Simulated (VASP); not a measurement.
# TaN (P-62m) in VASP: further runs

Runs on TaN. Level: LDA. Tasks: single point.

Program: VASP 6.6.1. These are calculated values, not measurements. Logs are shortened: lines on timing, memory, paths and dates and some standing lists are left out, and cuts for length are marked.

## 1. The cell of the first run

It takes space group P-62m (No. 189, hexagonal). Conventional cell: a = 5.146 Å, b = 5.146 Å, c = 2.878 Å, α = 90.00°, β = 90.00°, γ = 120.00°. Within 3.0 Å of Ta (site symmetry -6) lie 6 N at 2.14 Å and 5 Ta at 2.88 to 2.97 Å. Ta (site symmetry -62m) has 3 N at 2.03 Å within 2.7 Å. Within 2.9 Å of N (site symmetry m2m) lie 5 Ta at 2.03 to 2.14 Å and 6 N at 2.74 to 2.88 Å.

## 2. Single point, LDA

Input file INCAR:

```
ALGO = Normal
EDIFF = 1E-6
ENCUT = 700
GGA_COMPAT = F
ISIF = 2
ISMEAR = -1
LASPH = T
LCHARG = T
LELF = T
LREAL = F
LVHAR = T
LWAVE = F
NBANDS = 36
NELM = 120
PREC = Accurate
SIGMA = 0.05
```

Input file KPOINTS:

```
k-points
0
Gamma
  5 5 7
```

Input file POSCAR:

```
TaN
1.0
    5.1461633866      0.0000000000      0.0000000000
   -2.5730816933      4.4567082248      0.0000000000
    0.0000000000      0.0000000000      2.8780605264
Ta N
3 3
Direct
    0.3333333333      0.6666666667      0.5000000000
    0.6666666667      0.3333333333      0.5000000000
    0.0000000000      0.0000000000      0.0000000000
    0.3935118484      0.0000000000      0.0000000000
    0.6064881516      0.6064881516      0.0000000000
    0.0000000000      0.3935118484      0.0000000000
```

Potentials or basis: VASP PAW LDA potentials, release 64 (Ta_sv_GW, N).

Launch:

```sh
$ cat potpaw_LDA.64/Ta_sv_GW/POTCAR potpaw_LDA.64/N/POTCAR > POTCAR
$ mpirun -np 1 vasp_std > vasp.out
```

OUTCAR:

```text
EDIFF = 1E-6
   ENCUT = 700
   ISIF = 2
   ISMEAR = -1
   LASPH = T
   LREAL = F
   NELM = 120
   PREC = Accurate

 ion  position               nearest neighbor table
   1  0.333  0.667  0.500-   4 2.14   4 2.14   6 2.14   6 2.14   5 2.14   5 2.14   2 2.97   2 2.97
                             2 2.97   3 3.30   3 3.30   3 3.30   3 3.30   3 3.30   3 3.30
   2  0.667  0.333  0.500-   6 2.14   6 2.14   4 2.14   4 2.14   5 2.14   5 2.14   1 2.97   1 2.97
                             1 2.97   3 3.30   3 3.30   3 3.30   3 3.30   3 3.30   3 3.30
   3  0.000  0.000  0.000-   5 2.03   6 2.03   4 2.03   2 3.30   1 3.30   1 3.30   2 3.30   1 3.30
                             1 3.30   2 3.30   2 3.30   2 3.30   2 3.30   1 3.30   1 3.30
   4  0.394  0.000  0.000-   3 2.03   1 2.14   1 2.14   2 2.14   2 2.14
   5  0.606  0.606  0.000-   3 2.03   2 2.14   2 2.14   1 2.14   1 2.14
   6  0.000  0.394  0.000-   3 2.03   2 2.14   2 2.14   1 2.14   1 2.14

  LATTYP: Found a hexagonal cell.
 ALAT       =     5.1461633866
 C/A-ratio  =     0.5592633405

  Lattice vectors:

 A1 = (   5.1461633866,   0.0000000000,   0.0000000000)
 A2 = (  -2.5730816933,   4.4567082248,   0.0000000000)
 A3 = (   0.0000000000,   0.0000000000,   2.8780605264)

Analysis of symmetry for initial positions (statically):
=====================================================================
 Subroutine PRICEL returns:
 Original cell was already a primitive cell.

 Routine SETGRP: Setting up the symmetry group for a
 hexagonal supercell.

 Subroutine GETGRP returns: Found 12 space group operations
 (whereof 12 operations were pure point group operations)
 out of a pool of 24 trial point group operations.

The static configuration has the point symmetry D_3h.

Analysis of symmetry for dynamics (positions and initial velocities):
=====================================================================
 Subroutine PRICEL returns:
 Original cell was already a primitive cell.

 Routine SETGRP: Setting up the symmetry group for a
 hexagonal supercell.

 Subroutine GETGRP returns: Found 12 space group operations
 (whereof 12 operations were pure point group operations)
 out of a pool of 24 trial point group operations.

The dynamic configuration has the point symmetry D_3h.

 Subroutine INISYM returns: Found 12 space group operations
 (whereof 12 operations are pure point group operations),
 and found     1 'primitive' translations

----------------------------------------------------------------------------------------

                                     Primitive cell

  volume of cell :      66.0082

  direct lattice vectors                    reciprocal lattice vectors
     5.146163387  0.000000000  0.000000000     0.194319520  0.112190427  0.000000000
    -2.573081693  4.456708225  0.000000000     0.000000000  0.224380855  0.000000000
     0.000000000  0.000000000  2.878060526     0.000000000  0.000000000  0.347456209

  length of vectors
     5.146163387  5.146163387  2.878060526     0.224380855  0.224380855  0.347456209

  position of ions in fractional coordinates (direct lattice)
     0.333333333  0.666666667  0.500000000
     0.666666667  0.333333333  0.500000000
     0.000000000  0.000000000  0.000000000
     0.393511848  0.000000000  0.000000000
     0.606488152  0.606488152  0.000000000
     1.000000000  0.393511848  0.000000000

  ion indices of the primitive-cell ions
   primitive index   ion index
                 1           1
                 2           2
                 3           3
                 4           4
                 5           5
                 6           6

----------------------------------------------------------------------------------------

 KPOINTS: k-points

Automatic generation of k-mesh.
 Grid dimensions read from file:
 generate k-points for:    5    5    7

 Generating k-lattice:

  Cartesian coordinates                     Fractional coordinates (reciprocal lattice)
     0.038863904  0.022438085  0.000000000     0.200000000  0.000000000  0.000000000
     0.000000000  0.044876171  0.000000000     0.000000000  0.200000000  0.000000000
     0.000000000  0.000000000  0.049636601     0.000000000  0.000000000  0.142857143

  Length of vectors
     0.044876171  0.044876171  0.049636601

  Shift w.r.t. Gamma in fractional coordinates (k-lattice)
     0.000000000  0.000000000  0.000000000

 Subroutine IBZKPT returns following result:
 ===========================================

 Found     20 irreducible k-points:

 Following reciprocal coordinates:
            Coordinates               Weight
  0.000000  0.000000  0.000000      1.000000
  0.200000  0.000000  0.000000      6.000000
  0.400000  0.000000  0.000000      6.000000
  0.200000  0.200000  0.000000      6.000000
  0.400000  0.200000  0.000000      6.000000
  0.000000  0.000000  0.142857      2.000000
[... 12 lines left out ...]
  0.200000  0.200000  0.428571     12.000000
  0.400000  0.200000  0.428571     12.000000
   k-points           NKPTS =     20   k-points in BZ     NKDIM =     20   number of bands    NBANDS=     36
   number of dos      NEDOS =    301   number of ions     NIONS =      6
   total plane-waves  NPLWV =  64512
   dimension x,y,z NGX =    48 NGY =   48 NGZ =   28
   dimension x,y,z NGXF=    96 NGYF=   96 NGZF=   56
   ions per type =               3   3
   NGX,Y,Z   is equivalent  to a cutoff of  15.51, 15.51, 16.17 a.u.
   NGXF,Y,Z  is equivalent  to a cutoff of  31.01, 31.01, 32.35 a.u.
 SYSTEM =  unknown system
   PREC   = accura    normal or accurate (medium, high low for compatibility)
   ISTART =      0    job   : 0-new  1-cont  2-samecut
   ICHARG =      2    charge: 1-file 2-atom 10-const
   ISPIN  =      1    spin polarized calculation?
   LNONCOLLINEAR =      F non collinear calculations
   LSORBIT =      F    spin-orbit coupling
   LASPH  =      T    aspherical Exc in radial PAW
   ENCUT  =  700.0 eV  51.45 Ry    7.17 a.u.  11.10 11.10  6.21*2*pi/ulx,y,z
   NELM   =    120;   NELMIN=  2; NELMDL= -5     # of ELM steps
   EDIFF  = 0.1E-05   stopping-criterion for ELM
   LREAL  =      F    real-space projection
[... 7 lines left out ...]
   TEBEG  =    0.0;   TEEND  =   0.0 temperature during run
   PSTRESS=    0.0 pullay stress
   NELECT =      54.0000    total number of electrons
   NUPDOWN=      -1.0000    fix difference up-down
   EMIN   =  10.00;   EMAX   =-10.00  energy-range for DOS
   EFERMI =   0.00;   METHOD = LEGACY
   ISMEAR =    -1;   SIGMA  =   0.05  broadening in eV -4-tet -1-fermi 0-gaus
   EFERMI_NEDOS =   21; number of points for ismear=-14 and -15
   IALGO  =     38    algorithm
   IMIX   =      4    mixing-type and parameters
     AMIX     =   0.40;   BMIX     =  1.00
     AMIX_MAG =   1.60;   BMIX_MAG =  1.00
  volume/ion in A,a.u.               =      11.00        74.24
  Fermi-wavevector in a.u.,A,eV,Ry     =   1.531112  2.893381 31.896176  2.344303
  Thomas-Fermi vector in A             =   2.638501
   LORBIT       =      0    0 simple, 1 ext, 2 COOP (PROOUT), +10 PAW based schemes
   GGA     = CA    functional components
   LHFCALC =     F    Hartree Fock is set to
   AEXX    =    0.0000 exact exchange contribution
   IVDW    =     0    specifies the selected vdW correction
   LEPSILON=     F    determine dielectric tensor
   LRPA    =     F    only Hartree local field effects (RPA)
 non-spin polarized calculation
  energy-cutoff  :      700.00
  volume of cell :       66.01
 maximum number of plane-waves:      2790
 NGX is ok and might be reduce to    48
   NGX = 23   NGY = 23   NGZ = 13

 number of electron      53.9999997 magnetization

 Free energy of the ion-electron system (eV)
  ---------------------------------------------------
  ext. energy  EPLUGINS =         0.00000000
  ---------------------------------------------------
  free energy    TOTEN  =       -81.70955481 eV

  energy without entropy =      -81.70745977  energy(sigma->0) =      -81.70850729

 E-fermi :  12.4732     XC(G=0): -13.7904

 val. band max:       12.3544757943   @ k =   0.2000   0.0000   0.1429
 cond. band min:      12.8053972955   @ k =   0.4000   0.0000   0.2857
 fundamental gap:      0.4509215013
 Fermi energy:        12.4731982380

 k-point     1 :       0.0000    0.0000    0.0000
  band No.  band energies     occupation
      1     -56.4866      2.00000
      2     -56.4334      2.00000
      3     -55.8631      2.00000
      4     -23.5580      2.00000
      5     -23.5580      2.00000
      6     -23.1748      2.00000
[... 28 lines left out ...]
     35      15.7448      0.00000
     36      15.7448      0.00000

 k-point     2 :       0.2000    0.0000    0.0000
  band No.  band energies     occupation
      1     -56.4821      2.00000
      2     -56.4379      2.00000
      3     -55.8633      2.00000
      4     -23.5956      2.00000
      5     -23.5465      2.00000
      6     -23.1384      2.00000
[... 28 lines left out ...]
     35      16.0171      0.00000
     36      16.0421      0.00000

 k-point     3 :       0.4000    0.0000    0.0000
  band No.  band energies     occupation
      1     -56.4716      2.00000
      2     -56.4482      2.00000
      3     -55.8636      2.00000
      4     -23.6446      2.00000
      5     -23.4670      2.00000
      6     -23.1957      2.00000
[... 28 lines left out ...]
     35      16.4000      0.00000
     36      16.6373      0.00000
[... 586 lines left out ...]
 k-point    19 :       0.2000    0.2000    0.4286
  band No.  band energies     occupation
      1     -56.4233      2.00000
      2     -56.3958      2.00000
      3     -55.8193      2.00000
      4     -23.8554      2.00000
      5     -23.7232      2.00000
      6     -23.4371      2.00000
[... 28 lines left out ...]
     35      17.2025      0.00000
     36      17.9088      0.00000

 k-point    20 :       0.4000    0.2000    0.4286
  band No.  band energies     occupation
      1     -56.4148      2.00000
      2     -56.4043      2.00000
      3     -55.8193      2.00000
      4     -23.8250      2.00000
      5     -23.7641      2.00000
      6     -23.4579      2.00000
[... 28 lines left out ...]
     35      16.7167      0.00000
     36      17.8818      0.00000

------------------------ aborting loop because EDIFF is reached ----------------------------------------

  FORCE on cell =-STRESS in cart. coord.  units (eV):
  Direction    XX          YY          ZZ          XY          YZ          ZX
  --------------------------------------------------------------------------------------
  -------------------------------------------------------------------------------------
  Total        0.4404453      0.4404453      0.4577595      0.0000000     -0.0000000      0.0000000
  in kB       10.6906689     10.6906689     11.1109262      0.0000000     -0.0000000      0.0000000
  external PRESSURE =      10.8307547 kB  Pullay stress =       0.0000000 kB

 VOLUME and BASIS-vectors are now :
 -----------------------------------------------------------------------------
  energy-cutoff  :      700.00
  volume of cell :       66.01
      direct lattice vectors                 reciprocal lattice vectors
     5.146163387  0.000000000  0.000000000     0.194319520  0.112190427  0.000000000
    -2.573081693  4.456708225  0.000000000     0.000000000  0.224380855  0.000000000
     0.000000000  0.000000000  2.878060526     0.000000000  0.000000000  0.347456209

 POSITION                                       TOTAL-FORCE (eV/Angst)
 -----------------------------------------------------------------------------------
     -0.00000      2.97114      1.43903        -0.000000      0.000000      0.000000
      2.57308      1.48557      1.43903        -0.000000      0.000000      0.000000
      0.00000      0.00000      0.00000        -0.000000     -0.000000      0.000000
      2.02508      0.00000      0.00000         0.016939      0.000000      0.000000
      1.56054      2.70294      0.00000        -0.008470     -0.014670      0.000000
     -1.01254      1.75377      0.00000        -0.008470      0.014670      0.000000
 -----------------------------------------------------------------------------------
    total drift:                               -0.000000     -0.000000      0.000000

  FREE ENERGIE OF THE ION-ELECTRON SYSTEM (eV)
  ---------------------------------------------------
  free  energy   TOTEN  =       -81.7095548078 eV

  energy  without entropy=      -81.7074597659  energy(sigma->0) =      -81.70850729
```

It took 1.8 min on 1 thread of Intel Xeon Platinum 8259CL at 2.50GHz (Skylake/Cascade Lake), shared host; peak memory 0.23 GiB.

Results:

- Free energy: -81.7096 eV
- Pressure: 1.1 GPa
- Largest force: 0.017 eV/Å
- Band gap on the k mesh: zero (bands 27 and 28 overlap by 2.74 eV)

Forces on the atoms (eV/Å):
```
Ta   0.000  0.000  0.000
Ta   0.000  0.000  0.000
Ta   0.000  0.000  0.000
N    0.017  0.000  0.000
N   -0.008 -0.015  0.000
N   -0.008  0.015  0.000
```

Caveat: spin-orbit coupling is left out, which moves the levels of the heavy elements.

## 3. Single point, LDA

This run uses another cell than the first one, of 10.70 Å³/atom.

Input file INCAR:

```
SYSTEM = TaN
PREC = Accurate
ENCUT = 700
EDIFF = 1E-6
ISMEAR = -1
SIGMA = 0.05
LREAL = .FALSE.
LASPH = .TRUE.
NELM = 120
ALGO = Normal
ISIF = 2
LWAVE = .FALSE.
LCHARG = .FALSE.
GGA = CA
NBANDS = 36
GGA_COMPAT = .FALSE.
```

Input file KPOINTS:

```
Automatic mesh
0
G
  5 5 7
  0 0 0
```

Input file POSCAR:

```
TaN
1.0
    5.0962945027      0.0000000000      0.0000000000
   -2.5481472514      4.4135205045      0.0000000000
    0.0000000000      0.0000000000      2.8553424740
Ta N
3 3
Direct
    0.3333333333      0.6666666667      0.5000000000
    0.6666666667      0.3333333333      0.5000000000
    0.0000000000      0.0000000000      0.0000000000
    0.3946501061      0.0000000000      0.0000000000
    0.6053498939      0.6053498939      0.0000000000
    0.0000000000      0.3946501061      0.0000000000
```

Potentials or basis: VASP PAW LDA potentials, release 64 (Ta_sv_GW, N).

Launch:

```sh
$ cat potpaw_LDA.64/Ta_sv_GW/POTCAR potpaw_LDA.64/N/POTCAR > POTCAR
$ mpirun -np 1 vasp_std > vasp.out
```

It took 72 s on 1 thread of Intel Xeon 6975P-C (Granite Rapids), shared host; peak memory 0.23 GiB.

It converged, with:

| Quantity | Value |
| --- | --- |
| Free energy | -81.6384 eV |
| Pressure | 11.2 GPa |
| Largest force | 0.018 eV/Å |
| Band gap on the k mesh | zero (bands 27 and 28 overlap by 2.77 eV) |

Forces on the atoms (eV/Å):
```
Ta   0.000  0.000  0.000
Ta   0.000  0.000  0.000
Ta   0.000  0.000  0.000
N    0.018  0.000  0.000
N   -0.009 -0.016  0.000
N   -0.009  0.016  0.000
```

Levels at points of the mesh, in eV from the Fermi level:
| k point | band 23 | band 24 | band 25 | band 26 | band 27 | band 28 | band 29 | band 30 | band 31 | band 32 |
| --- | --- | --- | --- | --- | --- | --- | --- | --- | --- | --- |
| (0.00, 0.00, 0.00) | -5.23 | -4.42 | -3.40 | -2.00 | -1.02 | -1.02 | 0.54 | 0.54 | 1.99 | 2.07 |

Caveat: the cell stands under pressure; spin-orbit coupling is left out, which moves the levels of the heavy elements.

## 4. Single point, LDA

This run uses another cell than the first one, of 10.44 Å³/atom.

Input file INCAR:

```
ALGO     = Normal         # electronic algorithm
EDIFF    = 1E-6           # SCF threshold, eV
ENCUT    = 700            # plane-wave cutoff, eV
GGA      = CA             # functional
GGA_COMPAT= False        
ISIF     = 2              # what is computed and relaxed
ISMEAR   = -1             # smearing method
LASPH    = True           # aspherical terms in the spheres
LCHARG   = True           # write CHGCAR
LELF     = True           # ELF
LREAL    = False          # projectors in reciprocal space
LVHAR    = True         
LWAVE    = False          # write WAVECAR
NBANDS   = 36             # bands
NELM     = 120            # most SCF steps
PREC     = Accurate       # precision mode
SIGMA    = 0.05           # smearing width, eV
```

Input file KPOINTS:

```
k-points
0
Gamma
  5 5 7
```

Input file POSCAR:

```
TaN
1.0
    5.0516993991      0.0000000000      0.0000000000
   -2.5258496996      4.3749000119      0.0000000000
    0.0000000000      0.0000000000      2.8353330035
Ta N
3 3
Direct
    0.3333333333      0.6666666667      0.5000000000
    0.6666666667      0.3333333333      0.5000000000
    0.0000000000      0.0000000000      0.0000000000
    0.3956473674      0.0000000000      0.0000000000
    0.6043526326      0.6043526326      0.0000000000
    0.0000000000      0.3956473674      0.0000000000
```

Launch:

```sh
$ cat potpaw_LDA.64/Ta_sv_GW/POTCAR potpaw_LDA.64/N/POTCAR > POTCAR
$ mpirun -np 1 vasp_std > vasp.out
```

Run time: 35 s. Hardware: 1 thread of Intel Xeon 6975P-C (Granite Rapids), shared host; peak memory 0.22 GiB.

It converged, with:

* Free energy: -81.4773 eV
* Pressure: 21.4 GPa
* Largest force: 0.020 eV/Å
* Band gap on the k mesh: zero (bands 27 and 28 overlap by 2.79 eV)

Forces in eV/Å, atoms in the order of the input:
```
Ta   0.000  0.000  0.000
Ta   0.000  0.000  0.000
Ta   0.000  0.000  0.000
N    0.020  0.000  0.000
N   -0.010 -0.017  0.000
N   -0.010  0.017  0.000
```

Levels at points of the mesh, in eV from the Fermi level:
| k point | band 23 | band 24 | band 25 | band 26 | band 27 | band 28 | band 29 | band 30 | band 31 | band 32 |
| --- | --- | --- | --- | --- | --- | --- | --- | --- | --- | --- |
| (0.00, 0.00, 0.00) | -5.31 | -4.51 | -3.46 | -2.03 | -1.05 | -1.05 | 0.52 | 0.52 | 2.10 | 2.14 |

Caveat: the cell stands under pressure; spin-orbit coupling is left out, which moves the levels of the heavy elements.

[end of part 1 of 2]

The gap in the log of VASP goes by the Fermi energy; the results here count the filled bands.